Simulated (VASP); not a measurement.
Write the native input for VASP 6.6.1 that does the following.

| Property | Result |
| --- | --- |
| Task | single point |
| Functional | PBE |
| Potentials or basis | VASP PAW PBE potentials, release 64 (Ti_sv, C) |
| Cutoff | 520 eV |
| k mesh | 20 × 20 × 14 |
| Occupations | gaussian, width 0.15 eV |
| Spin | no spin polarisation |
| Dipole correction | no |
| Further INCAR settings | ALGO = Normal; EDIFF = 1e-07; NBANDS = 24 |

The structure of TiC lies in POSCAR:

```
TiC
1.0
    0.0000000000     -2.1664615256     -2.1664615256
    0.0000000000      2.1664615256     -2.1664615256
    4.3329230512      0.0000000000      0.0000000000
Ti C
2 2
Direct
    0.5259639967      0.4740360033      0.5000000000
    0.9740360033      1.0259639967      0.0000000000
    0.4956869073      0.5043130927      0.0000000000
    0.0043130927     -0.0043130927      0.5000000000
```

This cell differs from its parent crystal: atoms displaced along a vibrational mode.

One way to write it, as run:

INCAR

```
SYSTEM = TiC
ALGO = Normal
EDIFF = 1E-7
ENCUT = 520
GGA = PE
ISIF = 2
ISMEAR = 0
LASPH = .True.
LCHARG = .True.
LELF = .True.
LREAL = .False.
LVHAR = .True.
LWAVE = .False.
NBANDS = 24
NELM = 60
PREC = Accurate
SIGMA = 0.15
```

KPOINTS

```
k-points
0
Gamma
  20 20 14
  0 0 0
```

Potentials or basis: VASP PAW PBE potentials, release 64 (Ti_sv, C).

Launch:

```sh
$ cat potpaw_PBE.64/Ti_sv/POTCAR potpaw_PBE.64/C/POTCAR > POTCAR
$ mpirun -np 1 vasp_std > vasp.out
```

Results of the run:

* Pressure: 2.0 GPa
* Largest force: 1.680 eV/Å
* Band gap on the k mesh: zero (bands 16 and 17 overlap by 1.17 eV)

Caveat: the cell differs from its parent crystal (atoms displaced along a vibrational mode); forces of over 1 eV/Å act on the atoms, so gaps and moduli don't describe the material at rest.

Wall time 13 min on 1 thread of Intel(R) Xeon(R) Platinum 8375C CPU @ 2.90GHz (Ice Lake) (shared host), peak memory 0.75 GiB.
